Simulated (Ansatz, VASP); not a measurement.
**Two plane-wave programs on MnO2**

Contents of INCAR:

```
SYSTEM = MnO2
ALGO = Normal
EDIFF = 1E-6
ENCUT = 520
GGA = PE
ISIF = 2
ISMEAR = 0
ISPIN = 2
LASPH = .TRUE.
LCHARG = .FALSE.
LDAU = .TRUE.
LDAUJ = 0 0
LDAUL = 2 -1
LDAUPRINT = 1
LDAUTYPE = 2
LDAUU = 2 0
LMAXMIX = 4
LORBIT = 11
LREAL = .FALSE.
LWAVE = .FALSE.
MAGMOM = 3.15 0 0
NBANDS = 24
NELM = 150
PREC = Accurate
SIGMA = 0.05
```

The input KPOINTS:

```
k-points
0
G
  10 10 6
  0 0 0
```

File POSCAR:

```
MnO2
1.0
    2.9203003366      0.0000000000      0.0000000000
   -1.4601501683      2.5290542782      0.0000000000
    0.0000000000      0.0000000000      5.5070216066
Mn O
1 2
Direct
    0.0000000000      0.0000000000      0.0000000000
    0.3333333333      0.6666666667      0.1728657965
    0.6666666667      0.3333333333      0.8271342035
```

Input for Ansatz:

```yaml
crystal:
  lattice:
    - [2.9203003366, 0.0, 0.0]
    - [-1.4601501683, 2.5290542782, 0.0]
    - [0.0, 0.0, 5.5070216066]
  atoms:
    - { symbol: Mn, position: [0.0, 0.0, 0.0], spin: 3.15 }
    - { symbol: O, position: [0.3333333333, 0.6666666667, 0.1728657965] }
    - { symbol: O, position: [0.6666666667, 0.3333333333, 0.8271342035] }
basis:
  ecutwfc: 420
  ecutrho_ratio: 4
kpoints:
  mp_grid: { grid: [10, 10, 6] }
hamiltonian:
  xc: pbe
  hubbard: { sites: [{ species: Mn, l: d, u_eff: 2.0 }] }
scf:
  occupations: { method: gaussian, width: 0.05 }
  lower_state_search: "off"
output:
  forces: true
  stress: true
  eigenvalues: true
  populations: true
  hubbard: { sites: [{ species: Mn, l: d }] }
  dos: { projected: true, de: 0.02 }
magnetization:
  spin_polarized: true
checkpoint:
  read: start.run
  write: ck
  compress: false
  write_wavefunctions: false
  write_every: 100000
```

Alike in both runs: task single point; functional PBE; k mesh 10 × 10 × 6; occupations gaussian, width 0.05 eV; collinear spin; Hubbard terms Mn d U = 2.0 eV.

|  | VASP | Ansatz |
| --- | --- | --- |
| version | VASP 6.6.1 | Ansatz 0.2.0 |
| potentials or method | VASP PAW PBE potentials, release 64 (Mn_pv, O), cutoff 520 eV | scalar-relativistic, plane waves, PAW |
| valence electrons in the cell | 25 | 27 |

```tsv
	VASP	Ansatz	Ansatz less VASP
gap on the k mesh at the Fermi level (eV)	1.98	1.98	+0.003
least direct gap on the mesh (eV)	2.22	2.23	+0.019
pressure (GPa)	-2.1	-2.7	-0.64
traceless stress, the component that is largest in VASP (GPa)	1.28	1.46	+0.179
rms of the force components (eV/Å)	0.034	0.078	+0.0440
net moment per atom (μB)	1.00	1.00	0.000
size of the moment on the site where the two differ most (μB)	3.06	2.70	-0.356
```

Site moments also hang on the region over which each program counts them. The programs project onto different local orbitals, so the same U acts differently, and such runs can settle in different states. Atom by atom the forces differ by 0.044 eV/Å (rms over components). VASP's potentials hold 25 valence electrons a cell and Ansatz's 27, so a difference there can come from the potentials and not from the codes.
